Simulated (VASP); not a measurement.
# BAs (F-43m) in VASP: notebook

The runs below take BAs through dielectric tensor, with r2SCAN.

Everything below comes from runs of VASP 6.6.1. Logs are shortened: lines on timing, memory, paths and dates and some standing lists are left out, and cuts for length are marked.

**1. The cell of the first run**

The structure is cubic, space group F-43m (No. 216). The conventional cell has a = 4.879 Å, b = 4.879 Å, c = 4.879 Å, α = 90.00°, β = 90.00°, γ = 90.00°. B (site symmetry -43m) has 4 As at 2.11 Å within 2.8 Å. Within 2.8 Å of As (site symmetry -43m) lie 4 B at 2.11 Å.

**2. Dielectric tensor, r2SCAN (strain +2.0%)**

File INCAR:

```
PREC     = Accurate       # precision mode
ENCUT    = 520            # plane-wave cutoff, eV
EDIFF    = 1E-8           # SCF threshold, eV
ISMEAR   = 0              # smearing method
SIGMA    = 0.01           # smearing width, eV
LREAL    = F              # projectors in reciprocal space
LASPH    = T              # aspherical terms in the spheres
NELM     = 80             # most SCF steps
ALGO     = Normal         # electronic algorithm
ISIF     = 2              # what is computed and relaxed
LWAVE    = F              # write WAVECAR
LCHARG   = F              # write CHGCAR
METAGGA  = R2SCAN         # meta-GGA
LMIXTAU  = T            
LCALCEPS = T
```

File KPOINTS:

```
Automatic mesh
0
Gamma
  8 8 8
```

File POSCAR:

```
BAs
1.0
    0.0000000000      2.4397049562      2.4397049562
    2.4397049562      0.0000000000      2.4397049562
    2.4397049562      2.4397049562      0.0000000000
B As
1 1
Direct
    0.0000000000      0.0000000000      0.0000000000
    0.2500000000      0.2500000000      0.2500000000
```

Potentials or basis: VASP PAW PBE potentials, release 64 (B, As).

On the command line:

```bash
$ cat potpaw_PBE.64/B/POTCAR potpaw_PBE.64/As/POTCAR > POTCAR
$ mpirun -np 1 vasp_std > vasp.out
```

OUTCAR:

```text
PREC = Accurate
   ENCUT = 520
   EDIFF = 1E-8
   ISMEAR = 0
   LREAL = F
   LASPH = T
   NELM = 80
   ISIF = 2
   METAGGA = R2SCAN

 ion  position               nearest neighbor table
   1  0.000  0.000  0.000-   2 2.11   2 2.11   2 2.11   2 2.11
   2  0.250  0.250  0.250-   1 2.11   1 2.11   1 2.11   1 2.11

  LATTYP: Found a face centered cubic cell.
 ALAT       =     4.8794099124

  Lattice vectors:

 A1 = (   0.0000000000,   2.4397049562,   2.4397049562)
 A2 = (   2.4397049562,   0.0000000000,   2.4397049562)
 A3 = (   2.4397049562,   2.4397049562,   0.0000000000)

Analysis of symmetry for initial positions (statically):
=====================================================================
 Subroutine PRICEL returns:
 Original cell was already a primitive cell.

 Routine SETGRP: Setting up the symmetry group for a
 face centered cubic supercell.

 Subroutine GETGRP returns: Found 24 space group operations
 (whereof 24 operations were pure point group operations)
 out of a pool of 48 trial point group operations.

The static configuration has the point symmetry T_d .

Analysis of symmetry for dynamics (positions and initial velocities):
=====================================================================
 Subroutine PRICEL returns:
 Original cell was already a primitive cell.

 Routine SETGRP: Setting up the symmetry group for a
 face centered cubic supercell.

 Subroutine GETGRP returns: Found 24 space group operations
 (whereof 24 operations were pure point group operations)
 out of a pool of 48 trial point group operations.

The dynamic configuration has the point symmetry T_d .

 Subroutine INISYM returns: Found 24 space group operations
 (whereof 24 operations are pure point group operations),
 and found     1 'primitive' translations

----------------------------------------------------------------------------------------

                                     Primitive cell

  volume of cell :      29.0430

  direct lattice vectors                    reciprocal lattice vectors
     0.000000000  2.439704956  2.439704956    -0.204942814  0.204942814  0.204942814
     2.439704956  0.000000000  2.439704956     0.204942814 -0.204942814  0.204942814
     2.439704956  2.439704956  0.000000000     0.204942814  0.204942814 -0.204942814

  length of vectors
     3.450263837  3.450263837  3.450263837     0.354971367  0.354971367  0.354971367

  position of ions in fractional coordinates (direct lattice)
     0.000000000  0.000000000  0.000000000
     0.250000000  0.250000000  0.250000000

  ion indices of the primitive-cell ions
   primitive index   ion index
                 1           1
                 2           2

----------------------------------------------------------------------------------------

 KPOINTS: Automatic mesh

Automatic generation of k-mesh.
 Grid dimensions read from file:
 generate k-points for:    8    8    8

 Generating k-lattice:

  Cartesian coordinates                     Fractional coordinates (reciprocal lattice)
    -0.025617852  0.025617852  0.025617852     0.125000000  0.000000000  0.000000000
     0.025617852 -0.025617852  0.025617852     0.000000000  0.125000000  0.000000000
     0.025617852  0.025617852 -0.025617852     0.000000000  0.000000000  0.125000000

  Length of vectors
     0.044371421  0.044371421  0.044371421

  Shift w.r.t. Gamma in fractional coordinates (k-lattice)
     0.000000000  0.000000000  0.000000000

 Subroutine IBZKPT returns following result:
 ===========================================

 Found     29 irreducible k-points:

 Following reciprocal coordinates:
            Coordinates               Weight
  0.000000  0.000000  0.000000      1.000000
  0.125000  0.000000  0.000000      8.000000
  0.250000  0.000000  0.000000      8.000000
  0.375000  0.000000  0.000000      8.000000
  0.500000  0.000000  0.000000      4.000000
  0.125000  0.125000  0.000000      6.000000
[... 16 lines left out ...]
  0.500000  0.250000  0.125000     48.000000
 -0.375000  0.250000  0.125000     24.000000
 [... further k-points ...]
   k-points           NKPTS =     29   k-points in BZ     NKDIM =     29   number of bands    NBANDS=      8
   number of dos      NEDOS =    301   number of ions     NIONS =      2
   total plane-waves  NPLWV =  21952
   dimension x,y,z NGX =    28 NGY =   28 NGZ =   28
   dimension x,y,z NGXF=    56 NGYF=   56 NGZF=   56
   ions per type =               1   1
   NGX,Y,Z   is equivalent  to a cutoff of  13.49, 13.49, 13.49 a.u.
   NGXF,Y,Z  is equivalent  to a cutoff of  26.98, 26.98, 26.98 a.u.
 SYSTEM =  unknown system
   PREC   = accura    normal or accurate (medium, high low for compatibility)
   ISTART =      0    job   : 0-new  1-cont  2-samecut
   ICHARG =      2    charge: 1-file 2-atom 10-const
   ISPIN  =      1    spin polarized calculation?
   LNONCOLLINEAR =      F non collinear calculations
   LSORBIT =      F    spin-orbit coupling
   LASPH  =      T    aspherical Exc in radial PAW
   ENCUT  =  520.0 eV  38.22 Ry    6.18 a.u.   6.42  6.42  6.42*2*pi/ulx,y,z
   NELM   =     80;   NELMIN=  2; NELMDL= -5     # of ELM steps
   EDIFF  = 0.1E-07   stopping-criterion for ELM
   LREAL  =      F    real-space projection
   EDIFFG = 0.1E-06   stopping-criterion for IOM
   NSW    =      0    number of steps for IOM
   IBRION =     -1    ionic relax: 0-MD 1-quasi-New 2-CG
   NFREE  =      0    steps in history (QN), initial steepest desc. (CG)
   ISIF   =      2    stress and relaxation
   ISYM   =      2    0-nonsym 1-usesym 2-fastsym
   POTIM  = 0.5000    time-step for ionic-motion
   TEBEG  =    0.0;   TEEND  =   0.0 temperature during run
   PSTRESS=    0.0 pullay stress
   NELECT =       8.0000    total number of electrons
   NUPDOWN=      -1.0000    fix difference up-down
   EMIN   =  10.00;   EMAX   =-10.00  energy-range for DOS
   EFERMI =   0.00;   METHOD = LEGACY
   ISMEAR =     0;   SIGMA  =   0.01  broadening in eV -4-tet -1-fermi 0-gaus
   EFERMI_NEDOS =   21; number of points for ismear=-14 and -15
   IALGO  =     38    algorithm
   IMIX   =      4    mixing-type and parameters
     AMIX     =   0.40;   BMIX     =  1.00
     AMIX_MAG =   1.60;   BMIX_MAG =  1.00
  volume/ion in A,a.u.               =      14.52        98.00
  Fermi-wavevector in a.u.,A,eV,Ry     =   1.065183  2.012904 15.437369  1.134615
  Thomas-Fermi vector in A             =   2.200726
   LORBIT       =      0    0 simple, 1 ext, 2 COOP (PROOUT), +10 PAW based schemes
   METAGGA = R2SCAN    functional components
   LHFCALC =     F    Hartree Fock is set to
   AEXX    =    0.0000 exact exchange contribution
   IVDW    =     0    specifies the selected vdW correction
   LEPSILON=     F    determine dielectric tensor
   LRPA    =     F    only Hartree local field effects (RPA)
   LRPA       =     F
 non-spin polarized calculation
 Gauss-broadening in eV      SIGMA  =   0.01
  energy-cutoff  :      520.00
  volume of cell :       29.04
 maximum number of plane-waves:       817
 NGX is ok and might be reduce to    28
   NGX = 13   NGY = 13   NGZ = 13

 number of electron       7.9999999 magnetization

 Free energy of the ion-electron system (eV)
  ---------------------------------------------------
  ext. energy  EPLUGINS =         0.00000000
  ---------------------------------------------------
  free energy    TOTEN  =       -22.21580928 eV

  energy without entropy =      -22.21580928  energy(sigma->0) =      -22.21580928

 E-fermi :   5.3825     XC(G=0): -10.8471

 val. band max:        5.3319425188   @ k =   0.0000   0.0000   0.0000
 cond. band min:   10000.0000000000   @ k =   0.0000   0.0000   0.0000
 fundamental gap:   9994.6680574812
 Fermi energy:         5.3825460328

 k-point     1 :       0.0000    0.0000    0.0000
  band No.  band energies     occupation
      1     -10.2384      2.00000
      2       5.3315      2.00000
      3       5.3316      2.00000
      4       5.3319      2.00000
      5   10000.0000      0.00000
      6   10000.0000      0.00000
      7   10000.0000      0.00000
      8   10000.0000      0.00000
[... 243 lines left out ...]
 k-point    24 :      -0.3750    0.2500    0.1250
  band No.  band energies     occupation
      1      -6.8754      2.00000
      2      -3.0146      2.00000
      3       0.7900      2.00000
      4       2.3078      2.00000
      5   10000.0000      0.00000
      6   10000.0000      0.00000
      7   10000.0000      0.00000
      8   10000.0000      0.00000

 [... further k-points ...]

------------------------ aborting loop because EDIFF is reached ----------------------------------------

            Ionic dipole moment: p[ion]=(     6.09926     6.09926     6.09926 ) |e| Angst

 Total electronic dipole moment: p[elc]=(     0.00417     0.00417     0.01771 ) |e| Angst

 MACROSCOPIC STATIC DIELECTRIC TENSOR (including local field effects)
 ------------------------------------------------------
           9.442354     0.000000     0.000000
          -0.000000     9.442354    -0.000000
          -0.000000    -0.000000     9.442354
 ------------------------------------------------------

 PIEZOELECTRIC TENSOR (including local field effects) (e Angst)
          XX          YY          ZZ          XY          YZ          ZX
  --------------------------------------------------------------------------------
  x     0.00000    -0.00000    -0.00000    -0.00000    -0.12353     0.00000
  y    -0.00000    -0.00000    -0.00000     0.00000     0.00000    -0.12353
  z     0.00000     0.00000    -0.00000    -0.12353    -0.00000     0.00000

 PIEZOELECTRIC TENSOR (including local field effects) (C/m^2)
          XX          YY          ZZ          XY          YZ          ZX
  --------------------------------------------------------------------------------
  x     0.00000    -0.00000    -0.00000    -0.00000    -0.06814     0.00000
  y    -0.00000    -0.00000    -0.00000     0.00000     0.00000    -0.06814
  z     0.00000     0.00000    -0.00000    -0.06814    -0.00000     0.00000

 BORN EFFECTIVE CHARGES (including local field effects) (in |e|, cummulative output)
 ---------------------------------------------------------------------------------
 ion    1
    1    -0.21468     0.00000     0.00000
    2    -0.00000    -0.21468    -0.00000
    3    -0.00000     0.00000    -0.21468
 ion    2
    1     0.21468     0.00000     0.00000
    2     0.00000     0.21468     0.00000
    3     0.00000     0.00000     0.21468

  FORCE on cell =-STRESS in cart. coord.  units (eV):
  Direction    XX          YY          ZZ          XY          YZ          ZX
  --------------------------------------------------------------------------------------
  -------------------------------------------------------------------------------------
  Total       -1.3193393     -1.3193393     -1.3193393     -0.0000000      0.0000000     -0.0000000
  in kB      -72.7821976    -72.7821976    -72.7821976     -0.0000000      0.0000000     -0.0000000
  external PRESSURE =     -72.7821976 kB  Pullay stress =       0.0000000 kB

 VOLUME and BASIS-vectors are now :
 -----------------------------------------------------------------------------
  energy-cutoff  :      520.00
  volume of cell :       29.04
      direct lattice vectors                 reciprocal lattice vectors
     0.000000000  2.439704956  2.439704956    -0.204942814  0.204942814  0.204942814
     2.439704956  0.000000000  2.439704956     0.204942814 -0.204942814  0.204942814
     2.439704956  2.439704956  0.000000000     0.204942814  0.204942814 -0.204942814

 POSITION                                       TOTAL-FORCE (eV/Angst)
 -----------------------------------------------------------------------------------
      0.00000      0.00000      0.00000         0.000000      0.000000      0.000000
      1.21985      1.21985      1.21985        -0.000000     -0.000000     -0.000000
 -----------------------------------------------------------------------------------
    total drift:                               -0.000000     -0.000000      0.000000

  FREE ENERGIE OF THE ION-ELECTRON SYSTEM (eV)
  ---------------------------------------------------
  free  energy   TOTEN  =       -22.2158092843 eV

  energy  without entropy=      -22.2158092843  energy(sigma->0) =      -22.21580928
```

Run time: 18 min. Hardware: 1 thread of Intel Xeon 6975P-C (Granite Rapids), shared host; peak memory 0.32 GiB.

What came out:

```yaml
Band_gap_on_the_k_mesh: 1.44 eV (least direct gap 3.38 eV)
Electronic_dielectric_tensor_diagonal: 9.44
Born_charges_mean_of_the_diagonal: B -0.21; As +0.21 e
```

Electronic dielectric tensor:
```
9.44 0.00 0.00
0.00 9.44 0.00
0.00 0.00 9.44
```

Born effective charge tensors (e):
atom 1, B
```
-0.21  0.00  0.00
 0.00 -0.21  0.00
 0.00  0.00 -0.21
```
atom 2, As
```
0.21 0.00 0.00
0.00 0.21 0.00
0.00 0.00 0.21
```

Dipole moments of the cell (e·Å, modulo the quantum): ionic 6.099, 6.099, 6.099; electronic 0.004, 0.004, 0.018

Caveat: the cell differs from its parent crystal (strain +2.0%); the PAW data sets were made with another functional, which shifts forces and pressure a little.

**3. Dielectric tensor, r2SCAN (strain +3.0%)**

File INCAR:

```
SYSTEM = BAs
  PREC = Accurate
  ENCUT = 520
  EDIFF = 1E-8
  ISMEAR = 0
  SIGMA = 0.01
  LREAL = .FALSE.
  LASPH = .TRUE.
  NELM = 100
  ALGO = Normal
  ISIF = 2
  LWAVE = .FALSE.
  LCHARG = .FALSE.
  METAGGA = R2SCAN
  LMIXTAU = .TRUE.
  LCALCEPS = .TRUE.
```

File KPOINTS:

```
regular mesh
0
G
  8 8 8
  0 0 0
```

File POSCAR:

```
BAs
1.0
    0.0000000000      2.4636236322      2.4636236322
    2.4636236322      0.0000000000      2.4636236322
    2.4636236322      2.4636236322      0.0000000000
B As
1 1
Direct
    0.0000000000      0.0000000000      0.0000000000
    0.2500000000      0.2500000000      0.2500000000
```

Potentials or basis: VASP PAW PBE potentials, release 64 (B, As).

On the command line:

```bash
$ cat potpaw_PBE.64/B/POTCAR potpaw_PBE.64/As/POTCAR > POTCAR
$ mpirun -np 1 vasp_std > vasp.out
```

OUTCAR:

```text
SYSTEM = BAs
   PREC = Accurate
   ENCUT = 520
   EDIFF = 1E-8
   ISMEAR = 0
   LREAL = .FALSE.
   LASPH = .TRUE.
   NELM = 100
   ISIF = 2
   METAGGA = R2SCAN

 ion  position               nearest neighbor table
   1  0.000  0.000  0.000-   2 2.13   2 2.13   2 2.13   2 2.13
   2  0.250  0.250  0.250-   1 2.13   1 2.13   1 2.13   1 2.13

  LATTYP: Found a face centered cubic cell.
 ALAT       =     4.9272472644

  Lattice vectors:

 A1 = (   0.0000000000,   2.4636236322,   2.4636236322)
 A2 = (   2.4636236322,   0.0000000000,   2.4636236322)
 A3 = (   2.4636236322,   2.4636236322,   0.0000000000)

Analysis of symmetry for initial positions (statically):
=====================================================================
 Subroutine PRICEL returns:
 Original cell was already a primitive cell.

 Routine SETGRP: Setting up the symmetry group for a
 face centered cubic supercell.

 Subroutine GETGRP returns: Found 24 space group operations
[... 459 lines left out ...]

 PIEZOELECTRIC TENSOR (including local field effects) (C/m^2)
          XX          YY          ZZ          XY          YZ          ZX
  --------------------------------------------------------------------------------
  x     0.00000    -0.00000    -0.00000     0.00000    -0.10592     0.00000
  y     0.00000     0.00000     0.00000     0.00000     0.00000    -0.10592
  z    -0.00000    -0.00000     0.00000    -0.10592    -0.00000    -0.00000

 BORN EFFECTIVE CHARGES (including local field effects) (in |e|, cummulative output)
 ---------------------------------------------------------------------------------
 ion    1
    1    -0.12387     0.00000     0.00000
    2    -0.00000    -0.12387     0.00000
    3    -0.00000     0.00000    -0.12387
 ion    2
    1     0.12387     0.00000     0.00000
    2     0.00000     0.12387    -0.00000
    3    -0.00000     0.00000     0.12387

  FORCE on cell =-STRESS in cart. coord.  units (eV):
  Direction    XX          YY          ZZ          XY          YZ          ZX
  --------------------------------------------------------------------------------------
  -------------------------------------------------------------------------------------
  Total       -1.9269522     -1.9269522     -1.9269522     -0.0000000      0.0000000      0.0000000
  in kB     -103.2353519   -103.2353519   -103.2353519     -0.0000000      0.0000000      0.0000000
  external PRESSURE =    -103.2353519 kB  Pullay stress =       0.0000000 kB

 VOLUME and BASIS-vectors are now :
 -----------------------------------------------------------------------------
  energy-cutoff  :      520.00
  volume of cell :       29.91
      direct lattice vectors                 reciprocal lattice vectors
     0.000000000  2.463623632  2.463623632    -0.202953078  0.202953078  0.202953078
     2.463623632  0.000000000  2.463623632     0.202953078 -0.202953078  0.202953078
     2.463623632  2.463623632  0.000000000     0.202953078  0.202953078 -0.202953078

 POSITION                                       TOTAL-FORCE (eV/Angst)
 -----------------------------------------------------------------------------------
      0.00000      0.00000      0.00000        -0.000000     -0.000000     -0.000000
      1.23181      1.23181      1.23181         0.000000      0.000000      0.000000
 -----------------------------------------------------------------------------------
    total drift:                                0.000000      0.000000      0.000000

  FREE ENERGIE OF THE ION-ELECTRON SYSTEM (eV)
  ---------------------------------------------------
  free  energy   TOTEN  =       -22.1684039884 eV

  energy  without entropy=      -22.1684039884  energy(sigma->0) =      -22.16840399
```

OSZICAR:

```text
N       E                     dE             d eps       ncg     rms          rms(c)
DAV:   1     0.257194787533E+01    0.25719E+01   -0.37923E+03   464   0.889E+02
DAV:   2    -0.232514553645E+02   -0.25823E+02   -0.24939E+02   720   0.104E+02
DAV:   3    -0.236816743909E+02   -0.43022E+00   -0.43022E+00   512   0.186E+01
[... 12 lines left out ...]
DMP:  10    -0.221684037903E+02   -0.20704E-06   -0.12964E-06  1200   0.152E-06   0.331E-06
DMP:  11    -0.221684038854E+02   -0.95150E-07   -0.66694E-07  1200   0.879E-07   0.152E-06
DMP:  12    -0.221684039362E+02   -0.50782E-07   -0.38316E-07  1200   0.506E-07   0.870E-07
DMP:  13    -0.221684039655E+02   -0.29258E-07   -0.20470E-07  1200   0.248E-07   0.507E-07
DMP:  14    -0.221684039808E+02   -0.15304E-07   -0.10151E-07  1200   0.121E-07   0.255E-07
DMP:  15    -0.221684039884E+02   -0.76643E-08   -0.53186E-08  1200   0.672E-08   0.127E-07
   1 F= -.22168404E+02 E0= -.22168404E+02  d E =-.452281E-15
```

Run time: 18 min. Hardware: 1 thread of Intel Xeon 6975P-C (Granite Rapids), shared host; peak memory 0.31 GiB.

Results:

* Band gap on the k mesh: 1.47 eV (least direct gap 3.35 eV)
* Electronic dielectric tensor (diagonal): 9.59
* Born charges (mean of the diagonal): B -0.12; As +0.12 e

Electronic dielectric tensor:
```
9.59 0.00 0.00
0.00 9.59 0.00
0.00 0.00 9.59
```

Born effective charge tensors (e):
atom 1, B
```
-0.12  0.00  0.00
 0.00 -0.12  0.00
 0.00  0.00 -0.12
```
atom 2, As
```
0.12 0.00 0.00
0.00 0.12 0.00
0.00 0.00 0.12
```

Dipole moments of the cell (e·Å, modulo the quantum): ionic 6.159, 6.159, 6.159; electronic 0.004, 0.004, 0.018

Caveat: the cell differs from its parent crystal (strain +3.0%); the PAW data sets were made with another functional, which shifts forces and pressure a little.

[end of part 1 of 2]
